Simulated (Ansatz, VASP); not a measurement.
## One calculation of Cs, two programs

```
CELL_PARAMETERS angstrom
-3.02250 3.02250 3.02250
3.02250 -3.02250 3.02250
3.02250 3.02250 -3.02250
ATOMIC_POSITIONS crystal
Cs 0.00000 0.00000 0.00000
```

Alike in both runs: task single point; functional PBE; k mesh 9 × 9 × 9; occupations fermi-dirac, width 0.05 eV; no spin polarisation.

```csv
,VASP,Ansatz
version,VASP 6.6.1,Ansatz 0.2.0
potentials or method,"VASP PAW PBE potentials, release 64 (Cs_sv), cutoff 520 eV","all-electron LAPW, scalar-relativistic"
```

|  | VASP | Ansatz | Ansatz less VASP |
| --- | --- | --- | --- |
| pressure (GPa) | 0.1 | 0.1 | +0.01 |

Ansatz ran all-electron here, and VASP with PAW potentials.

Neither program's run includes spin-orbit coupling.
